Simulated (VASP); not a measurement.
Set up this calculation in VASP 6.6.1, as the native input.

```yaml
Task: single point
Functional: r2SCAN
Potentials_or_basis: VASP PAW PBE potentials, release 64 (Pb_d, Se)
Cutoff: 520 eV
k_mesh: 8 × 8 × 8
Occupations: fermi-dirac, width 0.02 eV
Spin: no spin polarisation
Dipole_correction: no
Further_INCAR_settings: ALGO = Normal; EDIFF = 1e-07; NBANDS = 17
```

The system is PbSe.

```
Pb Se
1.0
     0.00000    2.96515    3.11377
     2.96515    0.00000    3.11377
     2.96515    2.96515    0.00000
Pb Se
1 1
Cartesian
  0.0000 0.0000 0.0000
  2.9652 2.9652 3.1138
```

This cell differs from its parent crystal: epitaxial xy strain -4.0%.

One way to write it, as run:

POSCAR

```
PbSe
1.0
    0.0000000000      2.9651541308      3.1137716549
    2.9651541308      0.0000000000      3.1137716549
    2.9651541308      2.9651541308      0.0000000000
Pb Se
1 1
Direct
    0.0000000000      0.0000000000      0.0000000000
    0.5000000000      0.5000000000      0.5000000000
```

INCAR.step1

```
SYSTEM = PbSe
ALGO     = Normal         ! electronic algorithm
EDIFF    = 1E-4           ! SCF threshold, eV
ENCUT    = 520            ! plane-wave cutoff, eV
GGA      = PE             ! functional
ISMEAR   = -1             ! smearing method
LASPH    = .TRUE.         ! aspherical terms in the spheres
LCHARG   = .FALSE.        ! write CHGCAR
LREAL    = .FALSE.        ! projectors in reciprocal space
LWAVE    = .TRUE.         ! write WAVECAR
NBANDS   = 17             ! bands
NELM     = 80             ! most SCF steps
PREC     = Accurate       ! precision mode
SIGMA    = 0.02           ! smearing width, eV
```

INCAR.step2

```
SYSTEM = PbSe
ALGO     = Normal         ! electronic algorithm
EDIFF    = 1E-7           ! SCF threshold, eV
ENCUT    = 520            ! plane-wave cutoff, eV
ISIF     = 2              ! what is computed and relaxed
ISMEAR   = -1             ! smearing method
ISTART   = 1            
LASPH    = .TRUE.         ! aspherical terms in the spheres
LCHARG   = .FALSE.        ! write CHGCAR
LMIXTAU  = .TRUE.       
LREAL    = .FALSE.        ! projectors in reciprocal space
LWAVE    = .FALSE.        ! write WAVECAR
METAGGA  = R2SCAN         ! meta-GGA
NBANDS   = 17             ! bands
NELM     = 80             ! most SCF steps
PREC     = Accurate       ! precision mode
SIGMA    = 0.02           ! smearing width, eV
```

KPOINTS

```
k-points
0
G
  8 8 8
  0 0 0
```

Potentials or basis: VASP PAW PBE potentials, release 64 (Pb_d, Se).

The run is started by

```sh
$ cat potpaw_PBE.64/Pb_d/POTCAR potpaw_PBE.64/Se/POTCAR > POTCAR
$ cp INCAR.step1 INCAR
$ mpirun -np 1 vasp_std > vasp.out
$ cp INCAR.step2 INCAR
$ mpirun -np 1 vasp_std > vasp.out
```

It gave:

```json
{
 "Pressure": "4.9 GPa",
 "Band gap on the k mesh": "0.33 eV, direct"
}
```

Caveat: the cell differs from its parent crystal (epitaxial xy strain -4.0%); the PAW data sets were made with another functional, which shifts forces and pressure a little; spin-orbit coupling is left out, which moves the levels of the heavy elements.

Run time: 8 min on 1 thread of AMD EPYC 7R13, on a shared host, peak memory 0.19 GiB.
